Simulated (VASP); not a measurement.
C: single point with PBEsol+D3(BJ)

The system is C.

```xyz
4
Lattice="2.5082 0.0000 0.0000 -1.2541 2.1722 0.0000 0.0000 0.0000 6.3192" Properties=species:S:1:pos:R:3 pbc="T T T"
C     0.0000    0.0000    0.0158
C     0.0000    0.0000    3.1754
C     0.0000    1.4481    0.0158
C     1.2541    0.7241    3.1754
```

This cell differs from its parent crystal: volume 8.607 Å^3 an atom, c/a of the conventional cell 2.5194.

| Item | Value |
| --- | --- |
| Program | VASP 6.6.1 |
| Task | single point |
| Functional | PBEsol |
| Dispersion | D3(BJ) |
| Potentials or basis | VASP PAW PBE potentials, release 64 (C) |
| Cutoff | 520 eV |
| k mesh | 21 × 21 × 8 |
| Occupations | gaussian, width 0.15 eV |
| Spin | no spin polarisation |
| Dipole correction | no |
| Further INCAR settings | ALGO = Normal; EDIFF = 1e-07; NBANDS = 16 |

```
Pressure                   : -15.9 GPa
Band gap on the k mesh     : zero (band 8 reaches 4.82 eV, above the bottom of band 9 at 4.76 eV)
Dispersion energy per atom : -0.116 eV
```

Stress tensor (GPa, compression positive):
```
-24.77   0.00   0.00
  0.00 -24.77   0.00
  0.00   0.00   1.84
```

Levels at points of the mesh, in eV from the Fermi level:
| k point | band 4 | band 5 | band 6 | band 7 | band 8 | band 9 | band 10 | band 11 | band 12 | band 13 |
| --- | --- | --- | --- | --- | --- | --- | --- | --- | --- | --- |
| (0.00, 0.00, 0.00) | -5.77 | -2.97 | -2.97 | -2.93 | -2.93 | 4.86 | 7.98 | 7.98 | 8.07 | 8.07 |
| (0.00, 0.00, 0.50) | -7.30 | -2.95 | -2.95 | -2.95 | -2.95 | 8.02 | 8.02 | 8.02 | 8.02 | 8.03 |

Wall time 45 s on 1 thread of Intel(R) Xeon(R) 6975P-C (Granite Rapids), with other jobs on the host, peak memory 0.23 GiB.

Caveat: the PAW data sets were made with another functional, which shifts forces and pressure a little.
